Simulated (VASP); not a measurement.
# Ga (Pm-3m) in VASP: a series of runs, part 2 of 2

VASP 6.6.1. Earlier steps stand in the parts before.

**3. Single point, PBE**

This run uses another cell than the first one, of 20.13 Å³/atom.

INCAR

```
SYSTEM = Ga
PREC = Accurate ; ENCUT = 520
EDIFF = 1E-6 ; ISMEAR = -1
SIGMA = 0.06122561905347299 ; LREAL = .False.
LASPH = .True. ; NELM = 60
ALGO = Normal ; ISIF = 2
LWAVE = .False. ; LCHARG = .False.
GGA = PE ; NBANDS = 12
```

KPOINTS

```
regular mesh
0
Gamma
  40 40 40
  0 0 0
```

POSCAR

```
Ga
1.0
    2.7201811983      0.0000000000      0.0000000000
    0.0000000000      2.7201811983      0.0000000000
    0.0000000000      0.0000000000      2.7201811983
Ga
1
Direct
    0.0000000000      0.0000000000      0.0000000000
```

Potentials or basis: VASP PAW PBE potentials, release 64 (Ga_d).

Run with:

```sh
cat potpaw_PBE.64/Ga_d/POTCAR > POTCAR
mpirun -np 1 vasp_std > vasp.out
```

Wall time 76 s (1 thread of Intel Xeon 6975P-C (Granite Rapids), shared host); peak memory 0.47 GiB.

Results (log left out):

* Free energy: -2.8290 eV
* Pressure: 0.0 GPa
* Band gap on the k mesh: zero (an odd number of electrons rules out a gap without spin polarisation)

Levels at points of the mesh, in eV from the Fermi level:
```csv
k point,band 3,band 4,band 5,band 6,band 7,band 8,band 9,band 10
"(0.00, 0.00, 0.00)",-14.60,-14.60,-14.60,-10.53,8.93,8.93,8.93,11.86
"(0.50, 0.00, 0.00)",-14.74,-14.74,-14.59,-6.20,-4.08,12.33,12.33,15.55
"(0.50, 0.50, 0.00)",-14.72,-14.72,-14.46,-1.67,-0.65,-0.65,4.22,15.81
"(0.50, 0.50, 0.50)",-14.93,-14.46,-14.46,2.62,2.62,2.62,3.71,8.18
```

**4. Single point, PBE**

This run uses another cell than the first one, of 20.53 Å³/atom.

INCAR

```
SYSTEM = Ga
PREC     = Accurate       ! precision mode
ENCUT    = 520            ! plane-wave cutoff, eV
EDIFF    = 1E-6           ! SCF threshold, eV
ISMEAR   = -1             ! smearing method
SIGMA    = 0.06122561905347299 ! smearing width, eV
LREAL    = .False.        ! projectors in reciprocal space
LASPH    = .True.         ! aspherical terms in the spheres
NELM     = 60             ! most SCF steps
ALGO     = Normal         ! electronic algorithm
ISIF     = 2              ! what is computed and relaxed
LWAVE    = .False.        ! write WAVECAR
LCHARG   = .False.        ! write CHGCAR
GGA      = PE             ! functional
NBANDS   = 12             ! bands
```

KPOINTS

```
Automatic mesh
0
Gamma
  40 40 40
  0 0 0
```

POSCAR

```
Ga
1.0
    2.7381961683      0.0000000000      0.0000000000
    0.0000000000      2.7381961683      0.0000000000
    0.0000000000      0.0000000000      2.7381961683
Ga
1
Direct
    0.0000000000      0.0000000000      0.0000000000
```

Run with:

```sh
cat potpaw_PBE.64/Ga_d/POTCAR > POTCAR
mpirun -np 1 vasp_std > vasp.out
```

It took 2.9 min on 1 thread of Oxide Virtual Turin-like, shared host; peak memory 0.44 GiB.

The run converged. Its results:

```yaml
Free_energy: -2.8280 eV
Pressure: -0.9 GPa
Band_gap_on_the_k_mesh: zero (an odd number of electrons rules out a gap without spin polarisation)
```

Levels at points of the mesh, in eV from the Fermi level:
| k point | band 2 | band 3 | band 4 | band 5 | band 6 | band 7 | band 8 | band 9 | band 10 | band 11 |
| --- | --- | --- | --- | --- | --- | --- | --- | --- | --- | --- |
| (0.00, 0.00, 0.00) | -15.08 | -14.60 | -14.60 | -14.60 | -10.40 | 8.79 | 8.79 | 8.79 | 11.73 | 11.73 |
| (0.50, 0.00, 0.00) | -14.78 | -14.73 | -14.73 | -14.59 | -6.17 | -3.99 | 12.11 | 12.11 | 15.35 | 16.21 |
| (0.50, 0.50, 0.00) | -14.90 | -14.71 | -14.71 | -14.47 | -1.75 | -0.63 | -0.63 | 4.22 | 15.49 | 20.21 |
| (0.50, 0.50, 0.50) | -14.92 | -14.92 | -14.46 | -14.46 | 2.57 | 2.57 | 2.57 | 3.48 | 8.12 | 8.12 |

**5. Single point, PBE**

This run uses another cell than the first one, of 20.93 Å³/atom.

INCAR

```
  PREC = Accurate
  ENCUT = 520
  EDIFF = 1E-6
  ISMEAR = -1
  SIGMA = 0.06122561905347299
  LREAL = F
  LASPH = T
  NELM = 100
  ALGO = Normal
  ISIF = 2
  LWAVE = F
  LCHARG = T
  GGA = PE
  LELF = T
  LVHAR = T
  NBANDS = 12
```

KPOINTS

```
regular mesh
0
Gamma
  40 40 40
```

POSCAR

```
Ga
1.0
    2.7559771611      0.0000000000      0.0000000000
    0.0000000000      2.7559771611      0.0000000000
    0.0000000000      0.0000000000      2.7559771611
Ga
1
Direct
    0.0000000000      0.0000000000      0.0000000000
```

Run with:

```sh
cat potpaw_PBE.64/Ga_d/POTCAR > POTCAR
mpirun -np 1 vasp_std > vasp.out
```

It took 3.1 min on 1 thread of Oxide Virtual Turin-like, shared host; peak memory 0.46 GiB.

It converged, with:

```
Free energy            : -2.8250 eV
Pressure               : -1.6 GPa
Band gap on the k mesh : zero (an odd number of electrons rules out a gap without spin polarisation)
```

Levels at points of the mesh, in eV from the Fermi level:
| k point | band 4 | band 5 | band 6 | band 7 | band 8 | band 9 |
| --- | --- | --- | --- | --- | --- | --- |
| (0.00, 0.00, 0.00) | -14.60 | -14.60 | -10.28 | 8.66 | 8.66 | 8.66 |
| (0.50, 0.00, 0.00) | -14.73 | -14.59 | -6.14 | -3.90 | 11.90 | 11.90 |
| (0.50, 0.50, 0.00) | -14.71 | -14.48 | -1.83 | -0.61 | -0.61 | 4.22 |
| (0.50, 0.50, 0.50) | -14.47 | -14.47 | 2.53 | 2.53 | 2.53 | 3.25 |

**6. Single point, PBE**

This run uses another cell than the first one, of 21.34 Å³/atom.

INCAR

```
SYSTEM = Ga
ALGO     = Normal         ! electronic algorithm
EDIFF    = 1E-6           ! SCF threshold, eV
ENCUT    = 520            ! plane-wave cutoff, eV
GGA      = PE             ! functional
ISIF     = 2              ! what is computed and relaxed
ISMEAR   = -1             ! smearing method
LASPH    = .True.         ! aspherical terms in the spheres
LCHARG   = .False.        ! write CHGCAR
LREAL    = .False.        ! projectors in reciprocal space
LWAVE    = .False.        ! write WAVECAR
NBANDS   = 12             ! bands
NELM     = 100            ! most SCF steps
PREC     = Accurate       ! precision mode
SIGMA    = 0.06122561905347299 ! smearing width, eV
```

KPOINTS

```
k-points
0
Gamma
  40 40 40
  0 0 0
```

POSCAR

```
Ga
1.0
    2.7735316291      0.0000000000      0.0000000000
    0.0000000000      2.7735316291      0.0000000000
    0.0000000000      0.0000000000      2.7735316291
Ga
1
Direct
    0.0000000000      0.0000000000      0.0000000000
```

Potentials or basis: VASP PAW PBE potentials, release 64 (Ga_d).

Run with:

```sh
cat potpaw_PBE.64/Ga_d/POTCAR > POTCAR
mpirun -np 1 vasp_std > vasp.out
```

OUTCAR:

```text
SYSTEM = Ga
   EDIFF = 1E-6
   ENCUT = 520
   GGA = PE
   ISIF = 2
   ISMEAR = -1
   LASPH = .True.
   LREAL = .False.
   NELM = 100
   PREC = Accurate

 ion  position               nearest neighbor table
   1  0.000  0.000  0.000-

  LATTYP: Found a simple cubic cell.
 ALAT       =     2.7735316291

  Lattice vectors:

 A1 = (   2.7735316291,   0.0000000000,   0.0000000000)
 A2 = (   0.0000000000,   2.7735316291,   0.0000000000)
 A3 = (   0.0000000000,   0.0000000000,   2.7735316291)

[... 529 lines left out ...]
      4     -10.3500      2.00000
      5     -10.3436      2.00000
      6      -5.7790      2.00000
      7      11.2192      0.00000
      8      12.6589      0.00000
      9      12.9130      0.00000
     10      15.9900      0.00000
     11      16.8964      0.00000
     12      18.7040      0.00000

 [... further k-points ...]
[... 5 lines left out ...]
  --------------------------------------------------------------------------------------
  -------------------------------------------------------------------------------------
  Total       -0.3085374     -0.3085374     -0.3085374     -0.0000000     -0.0000000      0.0000000
  in kB      -23.1696264    -23.1696264    -23.1696264     -0.0000000     -0.0000000      0.0000000
  external PRESSURE =     -23.1696264 kB  Pullay stress =       0.0000000 kB

 VOLUME and BASIS-vectors are now :
 -----------------------------------------------------------------------------
  energy-cutoff  :      520.00
  volume of cell :       21.34
      direct lattice vectors                 reciprocal lattice vectors
     2.773531629  0.000000000  0.000000000     0.360551143  0.000000000  0.000000000
     0.000000000  2.773531629  0.000000000     0.000000000  0.360551143  0.000000000
     0.000000000  0.000000000  2.773531629     0.000000000  0.000000000  0.360551143

 POSITION                                       TOTAL-FORCE (eV/Angst)
 -----------------------------------------------------------------------------------
      0.00000      0.00000      0.00000         0.000000      0.000000      0.000000
 -----------------------------------------------------------------------------------
    total drift:                                0.000000     -0.000000     -0.000000

  FREE ENERGIE OF THE ION-ELECTRON SYSTEM (eV)
  ---------------------------------------------------
  free  energy   TOTEN  =        -2.8201335778 eV

  energy  without entropy=       -2.8140445211  energy(sigma->0) =       -2.81708905
```

OSZICAR:

```text
N       E                     dE             d eps       ncg     rms          rms(c)
DAV:   1     0.458817533918E+02    0.45882E+02   -0.67375E+03 44940   0.181E+03
DAV:   2    -0.353687083814E+00   -0.46235E+02   -0.44692E+02 44732   0.268E+02
DAV:   3    -0.281505118428E+01   -0.24614E+01   -0.24559E+01 49608   0.485E+01
DAV:   4    -0.283851879656E+01   -0.23468E-01   -0.23464E-01 48212   0.512E+00
DAV:   5    -0.283879006904E+01   -0.27127E-03   -0.27127E-03 50516   0.519E-01    0.827E-01
DAV:   6    -0.282226945383E+01    0.16521E-01   -0.35000E-02 52420   0.351E+00    0.417E-01
DAV:   7    -0.282027287436E+01    0.19966E-02   -0.61420E-03 59204   0.121E+00    0.126E-01
DAV:   8    -0.282012540454E+01    0.14747E-03   -0.64009E-04 47908   0.400E-01    0.137E-02
DAV:   9    -0.282013314375E+01   -0.77392E-05   -0.11203E-05 50120   0.347E-02    0.309E-03
DAV:  10    -0.282013357780E+01   -0.43405E-06   -0.41992E-07 34004   0.909E-03
   1 F= -.28201336E+01 E0= -.28170890E+01  d E =-.608906E-02
```

stdout:

```text
POSCAR found type information on POSCAR Ga
 POSCAR found :  1 types and       1 ions
 scaLAPACK will be used
 LDA part: xc-table for (Slater+PW92), standard interpolation
 POSCAR, INCAR and KPOINTS ok, starting setup
 FFT: planning ... GRIDC
 FFT: planning ... GRID_SOFT
 FFT: planning ... GRID
 WAVECAR not read
 entering main loop
```

It took 4.8 min on 1 thread of Oxide Virtual Turin-like, shared host; peak memory 0.48 GiB.

Results:

```yaml
Free_energy: -2.8201 eV
Pressure: -2.3 GPa
Band_gap_on_the_k_mesh: zero (an odd number of electrons rules out a gap without spin polarisation)
```

Levels at points of the mesh, in eV from the Fermi level:
```
           k point  band 3  band 4  band 5  band 6  band 7  band 8  band 9  band 10
(0.00, 0.00, 0.00)  -14.61  -14.61  -14.61  -10.16    8.53    8.53    8.53    11.48
(0.50, 0.00, 0.00)  -14.73  -14.73  -14.60   -6.12   -3.82   11.69   11.69    14.98
(0.50, 0.50, 0.00)  -14.71  -14.71  -14.49   -1.90   -0.59   -0.59    4.21    14.88
(0.50, 0.50, 0.50)  -14.89  -14.48  -14.48    2.49    2.49    2.49    3.03     8.00
```

**7. Overview**

| cell | gap on the mesh (eV) | pressure (GPa) |
| --- | --- | --- |
| a = 2.702 Å, 1 atom | none | 1.1 |
| a = 2.720 Å, 1 atom | none | 0.0 |
| a = 2.738 Å, 1 atom | none | -0.9 |
| a = 2.756 Å, 1 atom | none | -1.6 |
| a = 2.774 Å, 1 atom | none | -2.3 |

Alike in all rows: task single point; level PBE; potentials or basis VASP PAW PBE potentials, release 64 (Ga_d); no spin polarisation; k mesh 40 × 40 × 40; cutoff (eV) 520; smearing fermi-dirac 0.0612256 eV.

Total energies depend on the potentials used, so only differences within one code and one set of settings carry meaning.
